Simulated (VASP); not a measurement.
# BAs (Pm-3m) in VASP: single point with PBE0

Aim: the single point of BAs with PBE0.

All numbers are computed with VASP 6.6.1; they aren't measurements. Logs are shortened: lines on timing, memory, paths and dates and some standing lists are left out, and cuts for length are marked.

**1. The cell of the first run**

It takes space group Pm-3m (No. 221, cubic). The conventional cell has a = 3.236 Å, b = 3.236 Å, c = 3.236 Å, α = 90.00°, β = 90.00°, γ = 90.00°. Within 3.7 Å of B (site symmetry m-3m) lie 8 As at 2.80 Å and 6 B at 3.24 Å. As (site symmetry m-3m) has 8 B at 2.80 Å and 6 As at 3.24 Å within 3.7 Å.

**2. Single point, PBE0**

Input file POSCAR:

```
BAs
1.0
    3.2358670400      0.0000000000      0.0000000000
    0.0000000000      3.2358670400      0.0000000000
    0.0000000000      0.0000000000      3.2358670400
B As
1 1
Direct
    0.0000000000      0.0000000000      0.0000000000
    0.5000000000      0.5000000000      0.5000000000
```

Input file INCAR.step1:

```
SYSTEM = BAs
ALGO = Normal ; EDIFF = 1E-5
ENCUT = 420 ; GGA = PE
GGA_COMPAT = .FALSE. ; ISIF = 2
ISMEAR = -1 ; LASPH = .TRUE.
LCHARG = .FALSE. ; LREAL = .FALSE.
LWAVE = .TRUE. ; NBANDS = 11
NELM = 120 ; PREC = Accurate
SIGMA = 0.05
```

Input file INCAR.step2:

```
SYSTEM = BAs
AEXX = 0.25 ; ALGO = Normal
EDIFF = 1E-6 ; ENCUT = 420
GGA = PE ; GGA_COMPAT = .FALSE.
ISIF = 2 ; ISMEAR = -1
ISTART = 1 ; LASPH = .TRUE.
LCHARG = .FALSE. ; LHFCALC = .TRUE.
LREAL = .FALSE. ; LWAVE = .FALSE.
NBANDS = 11 ; NELM = 120
PREC = Accurate ; PRECFOCK = Normal
SIGMA = 0.05
```

Input file KPOINTS:

```
k-points
0
G
  4 4 4
  0 0 0
```

Potentials or basis: VASP PAW PBE potentials, release 64 (B, As).

Started as:

```console
$ cat potpaw_PBE.64/B/POTCAR potpaw_PBE.64/As/POTCAR > POTCAR
$ cp INCAR.step1 INCAR
$ mpirun -np 1 vasp_std > vasp.out
$ cp INCAR.step2 INCAR
$ mpirun -np 1 vasp_std > vasp.out
```

OUTCAR:

```text
SYSTEM = BAs
   AEXX = 0.25
   EDIFF = 1E-6
   ENCUT = 420
   GGA = PE
   ISIF = 2
   ISMEAR = -1
   ISTART = 1
   LASPH = .TRUE.
   LHFCALC = .TRUE.
   LREAL = .FALSE.
   NELM = 120
   PREC = Accurate
   PRECFOCK = Normal

 ion  position               nearest neighbor table
   1  0.000  0.000  0.000-
   2  0.500  0.500  0.500-

  LATTYP: Found a simple cubic cell.
 ALAT       =     3.2358670400

  Lattice vectors:

 A1 = (   3.2358670400,   0.0000000000,   0.0000000000)
 A2 = (   0.0000000000,   3.2358670400,   0.0000000000)
 A3 = (   0.0000000000,   0.0000000000,   3.2358670400)

Analysis of symmetry for initial positions (statically):
=====================================================================
 Subroutine PRICEL returns:
 Original cell was already a primitive cell.

 Routine SETGRP: Setting up the symmetry group for a
 simple cubic supercell.

 Subroutine GETGRP returns: Found 48 space group operations
 (whereof 48 operations were pure point group operations)
 out of a pool of 48 trial point group operations.

The static configuration has the point symmetry O_h .

Analysis of symmetry for dynamics (positions and initial velocities):
=====================================================================
 Subroutine PRICEL returns:
 Original cell was already a primitive cell.

 Routine SETGRP: Setting up the symmetry group for a
 simple cubic supercell.

 Subroutine GETGRP returns: Found 48 space group operations
 (whereof 48 operations were pure point group operations)
 out of a pool of 48 trial point group operations.

The dynamic configuration has the point symmetry O_h .

 Subroutine INISYM returns: Found 48 space group operations
 (whereof 48 operations are pure point group operations),
 and found     1 'primitive' translations

----------------------------------------------------------------------------------------

                                     Primitive cell

  volume of cell :      33.8822

  direct lattice vectors                    reciprocal lattice vectors
     3.235867040  0.000000000  0.000000000     0.309036183  0.000000000  0.000000000
     0.000000000  3.235867040  0.000000000     0.000000000  0.309036183  0.000000000
     0.000000000  0.000000000  3.235867040     0.000000000  0.000000000  0.309036183

  length of vectors
     3.235867040  3.235867040  3.235867040     0.309036183  0.309036183  0.309036183

  position of ions in fractional coordinates (direct lattice)
     0.000000000  0.000000000  0.000000000
     0.500000000  0.500000000  0.500000000

  ion indices of the primitive-cell ions
   primitive index   ion index
                 1           1
                 2           2

----------------------------------------------------------------------------------------

 KPOINTS: k-points

Automatic generation of k-mesh.
 Grid dimensions read from file:
 generate k-points for:    4    4    4

 Generating k-lattice:

  Cartesian coordinates                     Fractional coordinates (reciprocal lattice)
     0.077259046  0.000000000  0.000000000     0.250000000  0.000000000  0.000000000
     0.000000000  0.077259046  0.000000000     0.000000000  0.250000000  0.000000000
     0.000000000  0.000000000  0.077259046     0.000000000  0.000000000  0.250000000

  Length of vectors
     0.077259046  0.077259046  0.077259046

  Shift w.r.t. Gamma in fractional coordinates (k-lattice)
     0.000000000  0.000000000  0.000000000

 Subroutine IBZKPT returns following result:
 ===========================================

 Found     10 irreducible k-points:

 Following reciprocal coordinates:
            Coordinates               Weight
  0.000000  0.000000  0.000000      1.000000
  0.250000  0.000000  0.000000      6.000000
  0.500000  0.000000  0.000000      3.000000
  0.250000  0.250000  0.000000     12.000000
  0.500000  0.250000  0.000000     12.000000
  0.500000  0.500000  0.000000      3.000000
  0.250000  0.250000  0.250000      8.000000
  0.500000  0.250000  0.250000     12.000000
  0.500000  0.500000  0.250000      6.000000
  0.500000  0.500000  0.500000      1.000000
   k-points           NKPTS =     10   k-points in BZ     NKDIM =     64   number of bands    NBANDS=     11
   number of dos      NEDOS =    301   number of ions     NIONS =      2
   total plane-waves  NPLWV =  13824
   dimension x,y,z NGX =    24 NGY =   24 NGZ =   24
   dimension x,y,z NGXF=    48 NGYF=   48 NGZF=   48
   ions per type =               1   1
   NGX,Y,Z   is equivalent  to a cutoff of  12.33, 12.33, 12.33 a.u.
   NGXF,Y,Z  is equivalent  to a cutoff of  24.66, 24.66, 24.66 a.u.
 SYSTEM =  BAs
   PREC   = accura    normal or accurate (medium, high low for compatibility)
   ISTART =      1    job   : 0-new  1-cont  2-samecut
   ICHARG =      0    charge: 1-file 2-atom 10-const
   ISPIN  =      1    spin polarized calculation?
   LNONCOLLINEAR =      F non collinear calculations
   LSORBIT =      F    spin-orbit coupling
   LASPH  =      T    aspherical Exc in radial PAW
   ENCUT  =  420.0 eV  30.87 Ry    5.56 a.u.   5.41  5.41  5.41*2*pi/ulx,y,z
   NELM   =    120;   NELMIN=  2; NELMDL=  0     # of ELM steps
   EDIFF  = 0.1E-05   stopping-criterion for ELM
   LREAL  =      F    real-space projection
   EDIFFG = 0.1E-04   stopping-criterion for IOM
   NSW    =      0    number of steps for IOM
   IBRION =     -1    ionic relax: 0-MD 1-quasi-New 2-CG
   NFREE  =      0    steps in history (QN), initial steepest desc. (CG)
   ISIF   =      2    stress and relaxation
   ISYM   =      3    0-nonsym 1-usesym 2-fastsym
   POTIM  = 0.5000    time-step for ionic-motion
   TEBEG  =    0.0;   TEEND  =   0.0 temperature during run
   PSTRESS=    0.0 pullay stress
   NELECT =       8.0000    total number of electrons
   NUPDOWN=      -1.0000    fix difference up-down
   EMIN   =  10.00;   EMAX   =-10.00  energy-range for DOS
   EFERMI =   0.00;   METHOD = LEGACY
   ISMEAR =    -1;   SIGMA  =   0.05  broadening in eV -4-tet -1-fermi 0-gaus
   EFERMI_NEDOS =   21; number of points for ismear=-14 and -15
   IALGO  =     38    algorithm
   IMIX   =      1    mixing-type and parameters
     AMIX     =   0.40;   BMIX     =  1.00
     AMIX_MAG =   1.60;   BMIX_MAG =  1.00
  volume/ion in A,a.u.               =      16.94       114.32
  Fermi-wavevector in a.u.,A,eV,Ry     =   1.011845  1.912111 13.930068  1.023831
  Thomas-Fermi vector in A             =   2.144919
   LORBIT       =      0    0 simple, 1 ext, 2 COOP (PROOUT), +10 PAW based schemes
   GGA     = PE    functional components
   LHFCALC =     T    Hartree Fock is set to
   PRECFOCK=normal    Normal, Fast or Accurate (Low or Medium for compatibility)
   ENCUT4O =  -1.0   cutoff for four orbital integrals eV
   NKREDX  =     1    reduce k-point grid by
   NKREDY  =     1    reduce k-point grid by
   NKREDZ  =     1    reduce k-point grid by
   AEXX    =    0.2500 exact exchange contribution
   HFSCREEN=    0.0000 screening length (either q_TF or 0.3 A-1)
   HFSCREENC=   0.0000 screening length for correlation (either q_TF or 0.3 A-1)
   ENCUTFOCK=  -1.0 apply spherical cutoff to Coloumb kernel
   IVDW    =     0    specifies the selected vdW correction
   LEPSILON=     F    determine dielectric tensor
   LRPA    =     F    only Hartree local field effects (RPA)
 non-spin polarized calculation
  energy-cutoff  :      420.00
  volume of cell :       33.88
 maximum number of plane-waves:       691
 NGX is ok and might be reduce to    24
  NGX = 18; NGY = 18; NGZ = 18

 number of electron       8.0000000 magnetization

 Free energy of the ion-electron system (eV)
  ---------------------------------------------------
  ext. energy  EPLUGINS =         0.00000000
  ---------------------------------------------------
  free energy    TOTEN  =        -9.96639891 eV

  energy without entropy =       -9.96172229  energy(sigma->0) =       -9.96406060

 E-fermi :   4.6875     XC(G=0):  -8.0751

 val. band max:        4.0541728263   @ k =   0.2500   0.0000   0.0000
 cond. band min:       4.7719988980   @ k =   0.2500   0.0000   0.0000
 fundamental gap:      0.7178260717
 Fermi energy:         4.6875102822

 k-point     1 :       0.0000    0.0000    0.0000
  band No.  band energies     occupation
      1     -11.2337      2.00000
      2       1.0223      2.00000
      3       3.0169      2.00000
      4       3.2836      2.00000
      5       3.3784      2.00000
      6      10.8789      0.00000
      7      10.8792      0.00000
      8      12.2262      0.00000
      9      12.2435      0.00000
     10      12.2676      0.00000
     11      22.0045      0.00000

 k-point     2 :       0.2500    0.0000    0.0000
  band No.  band energies     occupation
      1     -10.4101      2.00000
      2      -2.5400      2.00000
      3       4.0542      1.99999
      4       4.7720      0.31161
      5       4.9224      0.01808
      6      10.2173      0.00000
      7      10.5697      0.00000
      8      10.5991      0.00000
      9      11.7542      0.00000
     10      15.5119      0.00000
     11      19.2800      0.00000

 k-point     3 :       0.5000    0.0000    0.0000
  band No.  band energies     occupation
      1      -8.8934      2.00000
      2      -5.6627      2.00000
      3       6.8629      0.00000
      4       7.1196      0.00000
      5       7.2085      0.00000
      6       7.3090      0.00000
      7       7.4558      0.00000
      8       7.5398      0.00000
      9      13.6747      0.00000
     10      15.5757      0.00000
     11      20.8493      0.00000
[... 71 lines left out ...]
 k-point     9 :       0.5000    0.5000    0.2500
  band No.  band energies     occupation
      1      -6.2640      2.00000
      2      -1.5498      2.00000
      3      -0.9913      2.00000
      4      -0.9907      2.00000
      5       3.9529      2.00000
      6       5.9918      0.00000
      7       7.2399      0.00000
      8       7.2494      0.00000
      9      19.1489      0.00000
     10      19.7491      0.00000
     11      19.7563      0.00000

 k-point    10 :       0.5000    0.5000    0.5000
  band No.  band energies     occupation
      1      -5.3325      2.00000
      2      -0.2796      2.00000
      3       1.2318      2.00000
      4       1.2390      2.00000
      5       1.2579      2.00000
      6       2.7951      2.00000
      7       2.8124      2.00000
      8       2.8324      2.00000
      9      21.5481      0.00000
     10      21.5529      0.00000
     11      21.5638      0.00000

------------------------ aborting loop because EDIFF is reached ----------------------------------------

  FORCE on cell =-STRESS in cart. coord.  units (eV):
  Direction    XX          YY          ZZ          XY          YZ          ZX
  --------------------------------------------------------------------------------------
  -------------------------------------------------------------------------------------
  Total       -3.8525800     -3.8525800     -3.8525800      0.0000000     -0.0000000      0.0000000
  in kB     -182.1756137   -182.1756137   -182.1756137      0.0000000     -0.0000000      0.0000000
  external PRESSURE =    -182.1756137 kB  Pullay stress =       0.0000000 kB

 VOLUME and BASIS-vectors are now :
 -----------------------------------------------------------------------------
  energy-cutoff  :      420.00
  volume of cell :       33.88
      direct lattice vectors                 reciprocal lattice vectors
     3.235867040  0.000000000  0.000000000     0.309036183  0.000000000  0.000000000
     0.000000000  3.235867040  0.000000000     0.000000000  0.309036183  0.000000000
     0.000000000  0.000000000  3.235867040     0.000000000  0.000000000  0.309036183

 POSITION                                       TOTAL-FORCE (eV/Angst)
 -----------------------------------------------------------------------------------
      0.00000      0.00000      0.00000         0.000000      0.000000      0.000000
      1.61793      1.61793      1.61793         0.000000      0.000000      0.000000
 -----------------------------------------------------------------------------------
    total drift:                                0.000000     -0.000000      0.000000

  FREE ENERGIE OF THE ION-ELECTRON SYSTEM (eV)
  ---------------------------------------------------
  free  energy   TOTEN  =        -9.9663989072 eV

  energy  without entropy=       -9.9617222890  energy(sigma->0) =       -9.96406060
```

It took 14 min on 1 thread of AMD EPYC 7R43 (Zen 3), shared host; peak memory 0.11 GiB.

Results:

```yaml
Free_energy: -9.9664 eV
Pressure: -18.2 GPa
Band_gap_on_the_k_mesh: zero (bands 4 and 5 overlap by 5.86 eV)
```

Levels at points of the mesh, in eV from the Fermi level:
| k point | band 1 | band 2 | band 3 | band 4 | band 5 | band 6 | band 7 | band 8 | band 9 |
| --- | --- | --- | --- | --- | --- | --- | --- | --- | --- |
| (0.00, 0.00, 0.00) | -15.92 | -3.67 | -1.67 | -1.40 | -1.31 | 6.19 | 6.19 | 7.54 | 7.56 |
| (0.50, 0.00, 0.00) | -13.58 | -10.35 | 2.18 | 2.43 | 2.52 | 2.62 | 2.77 | 2.85 | 8.99 |
| (0.50, 0.50, 0.00) | -11.61 | -6.95 | -6.65 | -6.64 | 3.75 | 3.91 | 6.20 | 6.21 | 10.71 |
| (0.50, 0.50, 0.50) | -10.02 | -4.97 | -3.46 | -3.45 | -3.43 | -1.89 | -1.88 | -1.86 | 16.86 |

Caveat: the k points lie up to 0.49 Å⁻¹ apart, too coarse for converged energies and pressures of a metal; the PAW data sets were made with another functional, which shifts forces and pressure a little.
